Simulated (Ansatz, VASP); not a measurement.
**NaH: VASP beside Ansatz**

```
CELL_PARAMETERS angstrom
0.00000 2.34484 2.34484
2.34484 0.00000 2.34484
2.34484 2.34484 0.00000
ATOMIC_POSITIONS crystal
Na 0.00000 0.00000 0.00000
H 0.50000 0.50000 0.50000
```

Alike in both runs: functional LDA; k mesh 8 × 8 × 8; occupations gaussian, width 0.02 eV; no spin polarisation.

Ansatz relaxed the structure, and its values are those at the end. VASP's run is a single point on that final structure, the one shown.

|  | VASP | Ansatz |
| --- | --- | --- |
| version | VASP 6.6.1 | Ansatz 0.2.0 |
| potentials or method | VASP PAW LDA potentials, release 64 (Na_pv, H), cutoff 500 eV | scalar-relativistic, plane waves, PAW |
| valence electrons in the cell | 8 | 10 |

```tsv
	VASP	Ansatz	Ansatz less VASP
gap on the k mesh at the Fermi level (eV)	3.55	3.55	+0.002
least direct gap on the mesh (eV)	4.50	4.51	+0.005
pressure (GPa)	-0.1	0.0	+0.09
```

Ansatz warns that its potentials were made for another functional, while VASP's fit it. LDA's correlation is that of Perdew and Zunger in VASP and of Perdew and Wang (1992) in Ansatz. VASP's potentials hold 8 valence electrons a cell and Ansatz's 10, so a difference there can come from the potentials and not from the codes.
